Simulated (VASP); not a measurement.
# Al (Im-3m) in VASP: notebook

The runs below take Al through single point, relaxation of cell and atoms, with PBEsol, BLYP+D3(BJ).

All numbers are computed with VASP 6.6.1; they aren't measurements. Logs are shortened: lines on timing, memory, paths and dates and some standing lists are left out, and cuts for length are marked.

### Step 1. The cell of the first run

The structure is cubic, space group Im-3m (No. 229). The conventional cell has a = 3.212 Å, b = 3.212 Å, c = 3.212 Å, α = 90.00°, β = 90.00°, γ = 90.00°. Al (site symmetry m-3m) has 14 Al at 2.78 to 3.21 Å within 3.7 Å.

### Step 2. Single point, PBEsol

Contents of INCAR:

```
SYSTEM = Al
PREC = Accurate ; ENCUT = 520
EDIFF = 1E-6 ; ISMEAR = 0
SIGMA = 0.1 ; LREAL = .FALSE.
LASPH = .TRUE. ; NELM = 60
ALGO = Normal ; ISIF = 2
LWAVE = .FALSE. ; LCHARG = .TRUE.
GGA = PS ; LELF = .TRUE.
LVHAR = .TRUE. ; NBANDS = 8
```

Contents of KPOINTS:

```
regular mesh
0
G
  15 15 15
  0 0 0
```

Contents of POSCAR:

```
Al
1.0
   -1.6058591081      1.6058591081      1.6058591081
    1.6058591081     -1.6058591081      1.6058591081
    1.6058591081      1.6058591081     -1.6058591081
Al
1
Direct
    0.0000000000      0.0000000000      0.0000000000
```

Potentials or basis: VASP PAW PBE potentials, release 64 (Al).

On the command line:

```console
cat potpaw_PBE.64/Al/POTCAR > POTCAR
mpirun -np 1 vasp_std > vasp.out
```

OUTCAR:

```text
SYSTEM = Al
   PREC = Accurate
   ENCUT = 520
   EDIFF = 1E-6
   ISMEAR = 0
   LREAL = .FALSE.
   LASPH = .TRUE.
   NELM = 60
   ISIF = 2
   GGA = PS

 ion  position               nearest neighbor table
   1  0.000  0.000  0.000-

  LATTYP: Found a body centered cubic cell.
 ALAT       =     3.2117182162

  Lattice vectors:

 A1 = (  -1.6058591081,   1.6058591081,   1.6058591081)
 A2 = (   1.6058591081,  -1.6058591081,   1.6058591081)
 A3 = (   1.6058591081,   1.6058591081,  -1.6058591081)

Analysis of symmetry for initial positions (statically):
=====================================================================
 Subroutine PRICEL returns:
 Original cell was already a primitive cell.

 Routine SETGRP: Setting up the symmetry group for a
 body centered cubic supercell.

 Subroutine GETGRP returns: Found 48 space group operations
 (whereof 48 operations were pure point group operations)
 out of a pool of 48 trial point group operations.

The static configuration has the point symmetry O_h .

Analysis of symmetry for dynamics (positions and initial velocities):
=====================================================================
 Subroutine PRICEL returns:
 Original cell was already a primitive cell.

 Routine SETGRP: Setting up the symmetry group for a
 body centered cubic supercell.

 Subroutine GETGRP returns: Found 48 space group operations
 (whereof 48 operations were pure point group operations)
 out of a pool of 48 trial point group operations.

The dynamic configuration has the point symmetry O_h .

 Subroutine INISYM returns: Found 48 space group operations
 (whereof 48 operations are pure point group operations),
 and found     1 'primitive' translations

----------------------------------------------------------------------------------------

                                     Primitive cell

  volume of cell :      16.5647

  direct lattice vectors                    reciprocal lattice vectors
    -1.605859108  1.605859108  1.605859108     0.000000000  0.311359818  0.311359818
     1.605859108 -1.605859108  1.605859108     0.311359818  0.000000000  0.311359818
     1.605859108  1.605859108 -1.605859108     0.311359818  0.311359818  0.000000000

  length of vectors
     2.781429565  2.781429565  2.781429565     0.440329278  0.440329278  0.440329278

  position of ions in fractional coordinates (direct lattice)
     0.000000000  0.000000000  0.000000000

  ion indices of the primitive-cell ions
   primitive index   ion index
                 1           1

----------------------------------------------------------------------------------------

 KPOINTS: regular mesh

Automatic generation of k-mesh.
 Grid dimensions read from file:
 generate k-points for:   15   15   15

 Generating k-lattice:

  Cartesian coordinates                     Fractional coordinates (reciprocal lattice)
     0.000000000  0.020757321  0.020757321     0.066666667  0.000000000  0.000000000
     0.020757321  0.000000000  0.020757321     0.000000000  0.066666667  0.000000000
     0.020757321  0.020757321  0.000000000     0.000000000  0.000000000  0.066666667

  Length of vectors
     0.029355285  0.029355285  0.029355285

  Shift w.r.t. Gamma in fractional coordinates (k-lattice)
     0.000000000  0.000000000  0.000000000

 Subroutine IBZKPT returns following result:
 ===========================================

 Found    120 irreducible k-points:

 Following reciprocal coordinates:
            Coordinates               Weight
  0.000000  0.000000  0.000000      1.000000
  0.066667  0.000000  0.000000     12.000000
  0.133333  0.000000  0.000000     12.000000
  0.200000  0.000000  0.000000     12.000000
  0.266667  0.000000  0.000000     12.000000
  0.333333  0.000000  0.000000     12.000000
[... 16 lines left out ...]
  0.333333  0.200000  0.000000     48.000000
  0.400000  0.200000  0.000000     24.000000
 [... further k-points ...]
   k-points           NKPTS =    120   k-points in BZ     NKDIM =    120   number of bands    NBANDS=      8
   number of dos      NEDOS =    301   number of ions     NIONS =      1
   total plane-waves  NPLWV =  13824
   dimension x,y,z NGX =    24 NGY =   24 NGZ =   24
   dimension x,y,z NGXF=    48 NGYF=   48 NGZF=   48
   ions per type =               1
   NGX,Y,Z   is equivalent  to a cutoff of  14.34, 14.34, 14.34 a.u.
   NGXF,Y,Z  is equivalent  to a cutoff of  28.69, 28.69, 28.69 a.u.
 SYSTEM =  Al
   PREC   = accura    normal or accurate (medium, high low for compatibility)
   ISTART =      0    job   : 0-new  1-cont  2-samecut
   ICHARG =      2    charge: 1-file 2-atom 10-const
   ISPIN  =      1    spin polarized calculation?
   LNONCOLLINEAR =      F non collinear calculations
   LSORBIT =      F    spin-orbit coupling
   LASPH  =      T    aspherical Exc in radial PAW
   ENCUT  =  520.0 eV  38.22 Ry    6.18 a.u.   5.17  5.17  5.17*2*pi/ulx,y,z
   NELM   =     60;   NELMIN=  2; NELMDL= -5     # of ELM steps
   EDIFF  = 0.1E-05   stopping-criterion for ELM
   LREAL  =      F    real-space projection
   EDIFFG = 0.1E-04   stopping-criterion for IOM
   NSW    =      0    number of steps for IOM
   IBRION =     -1    ionic relax: 0-MD 1-quasi-New 2-CG
   NFREE  =      0    steps in history (QN), initial steepest desc. (CG)
   ISIF   =      2    stress and relaxation
   ISYM   =      2    0-nonsym 1-usesym 2-fastsym
   POTIM  = 0.5000    time-step for ionic-motion
   TEBEG  =    0.0;   TEEND  =   0.0 temperature during run
   PSTRESS=    0.0 pullay stress
   NELECT =       3.0000    total number of electrons
   NUPDOWN=      -1.0000    fix difference up-down
   EMIN   =  10.00;   EMAX   =-10.00  energy-range for DOS
   EFERMI =   0.00;   METHOD = LEGACY
   ISMEAR =     0;   SIGMA  =   0.10  broadening in eV -4-tet -1-fermi 0-gaus
   EFERMI_NEDOS =   21; number of points for ismear=-14 and -15
   IALGO  =     38    algorithm
   IMIX   =      4    mixing-type and parameters
     AMIX     =   0.40;   BMIX     =  1.00
     AMIX_MAG =   1.60;   BMIX_MAG =  1.00
  volume/ion in A,a.u.               =      16.56       111.78
  Fermi-wavevector in a.u.,A,eV,Ry     =   0.926235  1.750330 11.672589  0.857911
  Thomas-Fermi vector in A             =   2.052175
   LORBIT       =      0    0 simple, 1 ext, 2 COOP (PROOUT), +10 PAW based schemes
   GGA     = PS    functional components
   LHFCALC =     F    Hartree Fock is set to
   AEXX    =    0.0000 exact exchange contribution
   IVDW    =     0    specifies the selected vdW correction
   LEPSILON=     F    determine dielectric tensor
   LRPA    =     F    only Hartree local field effects (RPA)
 non-spin polarized calculation
 Gauss-broadening in eV      SIGMA  =   0.10
  energy-cutoff  :      520.00
  volume of cell :       16.56
 maximum number of plane-waves:       458
 NGX is ok and might be reduce to    24
   NGX = 11   NGY = 11   NGZ = 11

 number of electron       3.0000000 magnetization

 Free energy of the ion-electron system (eV)
  ---------------------------------------------------
  ext. energy  EPLUGINS =         0.00000000
  ---------------------------------------------------
  free energy    TOTEN  =        -3.99570367 eV

  energy without entropy =       -3.99351584  energy(sigma->0) =       -3.99460976

 E-fermi :   7.9094     XC(G=0): -10.2464

 val. band max:        7.9033192641   @ k =   0.2667   0.2667   0.0667
 cond. band min:       7.9568824329   @ k =   0.2667   0.2667   0.0000
 fundamental gap:      0.0535631688
 Fermi energy:         7.9093527572

 k-point     1 :       0.0000    0.0000    0.0000
  band No.  band energies     occupation
      1      -3.1889      2.00000
      2      21.1287      0.00000
      3      21.1287      0.00000
      4      21.1287      0.00000
      5      22.5313      0.00000
      6      22.5313      0.00000
      7      22.5313      0.00000
      8      24.1653      0.00000

 k-point     2 :       0.0667    0.0000    0.0000
  band No.  band energies     occupation
      1      -3.0614      2.00000
      2      19.5743      0.00000
      3      20.2296      0.00000
      4      20.6186      0.00000
      5      22.0181      0.00000
      6      23.0836      0.00000
      7      23.2593      0.00000
      8      23.6427      0.00000

 k-point     3 :       0.1333    0.0000    0.0000
  band No.  band energies     occupation
      1      -2.6794      2.00000
      2      16.9288      0.00000
      3      19.0655      0.00000
      4      19.5835      0.00000
      5      21.0121      0.00000
      6      22.1411      0.00000
      7      23.9758      0.00000
      8      24.4510      0.00000

 k-point     4 :       0.2000    0.0000    0.0000
  band No.  band energies     occupation
      1      -2.0450      2.00000
      2      14.1831      0.00000
      3      18.0657      0.00000
      4      18.5243      0.00000
      5      20.0155      0.00000
      6      21.2861      0.00000
      7      24.8266      0.00000
      8      24.9296      0.00000

 k-point     5 :       0.2667    0.0000    0.0000
  band No.  band energies     occupation
      1      -1.1616      2.00000
      2      11.5506      0.00000
      3      17.2623      0.00000
      4      17.6129      0.00000
      5      19.1738      0.00000
      6      20.5446      0.00000
      7      25.6096      0.00000
      8      25.8277      0.00000

 k-point     6 :       0.3333    0.0000    0.0000
  band No.  band energies     occupation
      1      -0.0338      2.00000
      2       9.0926      0.00000
      3      16.6601      0.00000
      4      16.9069      0.00000
      5      18.5284      0.00000
      6      19.9473      0.00000
      7      26.4695      0.00000
      8      27.0036      0.00000

 k-point     7 :       0.4000    0.0000    0.0000
  band No.  band energies     occupation
      1       1.3318      2.00000
      2       6.8347      2.00000
      3      16.2594      0.00000
      4      16.4286      0.00000
      5      18.0938      0.00000
      6      19.5289      0.00000
      7      27.4570      0.00000
      8      28.3202      0.00000

 k-point     8 :       0.4667    0.0000    0.0000
  band No.  band energies     occupation
      1       2.9170      2.00000
      2       4.8022      2.00000
      3      16.0593      0.00000
      4      16.1876      0.00000
      5      17.8756      0.00000
      6      19.3138      0.00000
      7      28.3491      0.00000
      8      29.5449      0.00000

 k-point     9 :       0.0667    0.0667    0.0000
  band No.  band energies     occupation
      1      -2.8066      2.00000
      2      18.2888      0.00000
      3      18.3590      0.00000
      4      19.7920      0.00000
      5      22.0116      0.00000
      6      22.4383      0.00000
      7      23.6694      0.00000
      8      24.1988      0.00000

 k-point    10 :       0.1333    0.0667    0.0000
  band No.  band energies     occupation
      1      -2.2985      2.00000
      2      15.6161      0.00000
      3      17.1724      0.00000
      4      18.7538      0.00000
      5      21.2411      0.00000
      6      22.2023      0.00000
      7      23.7970      0.00000
      8      25.2962      0.00000
[... 78 lines left out ...]
 k-point    18 :       0.2667    0.1333    0.0000
  band No.  band energies     occupation
      1       0.3401      2.00000
      2       9.4333      0.00000
      3      12.9406      0.00000
      4      16.3669      0.00000
      5      20.3098      0.00000
      6      22.7218      0.00000
      7      24.7552      0.00000
      8      28.6102      0.00000

 k-point    19 :       0.3333    0.1333   -0.0000
  band No.  band energies     occupation
      1       1.7018      2.00000
      2       7.1884      2.00000
      3      12.4756      0.00000
      4      15.9350      0.00000
      5      19.8796      0.00000
      6      22.7970      0.00000
      7      25.4488      0.00000
      8      29.1460      0.00000

 k-point    20 :       0.4000    0.1333    0.0000
  band No.  band energies     occupation
      1       3.2811      2.00000
      2       5.1653      2.00000
      3      12.2429      0.00000
      4      15.7173      0.00000
      5      19.6608      0.00000
      6      22.7384      0.00000
      7      26.5094      0.00000
      8      28.2918      0.00000

 k-point    21 :       0.2000    0.2000    0.0000
  band No.  band energies     occupation
      1       0.2156      2.00000
      2      10.7944      0.00000
      3      11.3920      0.00000
      4      16.2895      0.00000
      5      21.5733      0.00000
      6      21.9662      0.00000
      7      26.6091      0.00000
      8      26.7888      0.00000

 k-point    22 :       0.2667    0.2000    0.0000
  band No.  band energies     occupation
      1       1.4556      2.00000
      2       8.6974      0.00000
      3      10.5678      0.00000
      4      15.7571      0.00000
      5      21.2555      0.00000
      6      22.8014      0.00000
      7      26.2929      0.00000
      8      28.3254      0.00000

 k-point    23 :       0.3333    0.2000    0.0000
  band No.  band energies     occupation
      1       2.9254      2.00000
      2       6.5863      2.00000
      3      10.1936      0.00000
      4      15.4318      0.00000
      5      20.9577      0.00000
      6      23.8545      0.00000
      7      25.9172      0.00000
      8      28.2194      0.00000

 k-point    24 :       0.4000    0.2000    0.0000
  band No.  band energies     occupation
      1       4.4046      2.00000
      2       4.8895      2.00000
      3      10.0718      0.00000
      4      15.3225      0.00000
      5      20.8545      0.00000
      6      24.5015      0.00000
      7      25.6413      0.00000
      8      27.7893      0.00000

 [... further k-points ...]
[... 5 lines left out ...]
  --------------------------------------------------------------------------------------
  -------------------------------------------------------------------------------------
  Total        0.0064255      0.0064255      0.0064255      0.0000000      0.0000000     -0.0000000
  in kB        0.6214870      0.6214870      0.6214870      0.0000000      0.0000000     -0.0000000
  external PRESSURE =       0.6214870 kB  Pullay stress =       0.0000000 kB

 VOLUME and BASIS-vectors are now :
 -----------------------------------------------------------------------------
  energy-cutoff  :      520.00
  volume of cell :       16.56
      direct lattice vectors                 reciprocal lattice vectors
    -1.605859108  1.605859108  1.605859108     0.000000000  0.311359818  0.311359818
     1.605859108 -1.605859108  1.605859108     0.311359818  0.000000000  0.311359818
     1.605859108  1.605859108 -1.605859108     0.311359818  0.311359818  0.000000000

 POSITION                                       TOTAL-FORCE (eV/Angst)
 -----------------------------------------------------------------------------------
      0.00000      0.00000      0.00000         0.000000      0.000000      0.000000
 -----------------------------------------------------------------------------------
    total drift:                                0.000000      0.000000      0.000000

  FREE ENERGIE OF THE ION-ELECTRON SYSTEM (eV)
  ---------------------------------------------------
  free  energy   TOTEN  =        -3.9957036703 eV

  energy  without entropy=       -3.9935158400  energy(sigma->0) =       -3.99460976
```

Run time: 9.4 s. Hardware: 1 thread of Intel Xeon Platinum 8375C at 2.90GHz (Ice Lake), shared host; peak memory 0.14 GiB.

What came out:

```yaml
Free_energy: -3.9957 eV
Pressure: 0.1 GPa
```

Levels at points of the mesh, in eV from the Fermi level:
```csv
k point,band 1,band 2,band 3,band 4,band 5,band 6
"(0.00, 0.00, 0.00)",-11.10,13.22,13.22,13.22,14.62,14.62
```

Caveat: the PAW data sets were made with another functional, which shifts forces and pressure a little.

### Step 3. Relaxation of cell and atoms, BLYP+D3(BJ)

This run uses another cell than the first one, of 16.12 Å³/atom, 0.973 times its volume.

Contents of INCAR:

```
SYSTEM = Al
AGGAC    = 1.0          
AGGAX    = 1.0          
ALDAC    = 0.0          
ALDAX    = 1.0          
ALGO     = Normal         ! electronic algorithm
EDIFF    = 1E-7           ! SCF threshold, eV
EDIFFG   = -0.02          ! ionic threshold
ENCUT    = 600            ! plane-wave cutoff, eV
GGA      = B5             ! functional
IBRION   = 2              ! ionic algorithm
ISIF     = 3              ! what is computed and relaxed
ISMEAR   = 0              ! smearing method
IVDW     = 12             ! dispersion correction
LASPH    = .TRUE.         ! aspherical terms in the spheres
LCHARG   = .FALSE.        ! write CHGCAR
LREAL    = .FALSE.        ! projectors in reciprocal space
LWAVE    = .FALSE.        ! write WAVECAR
NELM     = 80             ! most SCF steps
NSW      = 80             ! ionic steps
PREC     = Accurate       ! precision mode
SIGMA    = 0.1            ! smearing width, eV
VDW_A1   = 0.4298       
VDW_A2   = 4.2359       
VDW_S6   = 1.0          
VDW_S8   = 2.6996
```

Contents of KPOINTS:

```
k-points
0
G
  15 15 15
  0 0 0
```

Contents of POSCAR:

```
Al
1.0
   -1.5912186900      1.5912186900      1.5912186900
    1.5912186900     -1.5912186900      1.5912186900
    1.5912186900      1.5912186900     -1.5912186900
Al
1
Direct
    0.0000000000      0.0000000000      0.0000000000
```

Potentials or basis: VASP PAW PBE potentials, release 64 (Al).

On the command line:

```console
cat potpaw_PBE.64/Al/POTCAR > POTCAR
mpirun -np 1 vasp_std > vasp.out
```

Wall time 13 s (1 thread of Intel Xeon Platinum 8375C at 2.90GHz (Ice Lake), shared host); peak memory 0.15 GiB.

Results (log left out):

| Quantity | Value |
| --- | --- |
| Free energy | -3.3711 eV |
| Relaxed volume | 15.99 Å³/atom |
| Relaxed cell | a = 2.749 Å, b = 2.749 Å, c = 2.749 Å, α = 109.47°, β = 109.47°, γ = 109.47° |
| Space group after relaxing (to 0.05 Å) | Im-3m (No. 229) |
| Energy gained by relaxing | 0.2 meV/atom |
| Ionic steps | 2 |
| Pressure after relaxing | 0.0 GPa |
| Dispersion energy per atom | -0.799 eV |

Step by step:
```csv
step,energy change (eV),largest force (eV/Å),pressure (GPa),volume (Å³)
1,0.0000,0.0000,-0.52,16.12
2,-0.0002,0.0000,-0.03,15.99
```

Final structure:
```xyz
1
Lattice="-1.5872 1.5872 1.5872 1.5872 -1.5872 1.5872 1.5872 1.5872 -1.5872" Properties=species:S:1:pos:R:3 pbc="T T T"
Al    1.5872    1.5872   -1.5872
```

Levels at points of the mesh, in eV from the Fermi level:
| k point | band 1 | band 2 | band 3 | band 4 | band 5 |
| --- | --- | --- | --- | --- | --- |
| (0.00, 0.00, 0.00) | -11.33 | 13.37 | 13.37 | 13.37 | 14.87 |

Caveat: the PAW data sets were made with another functional, which shifts forces and pressure a little; pairwise dispersion overbinds metals, which lowers pressure and volume.
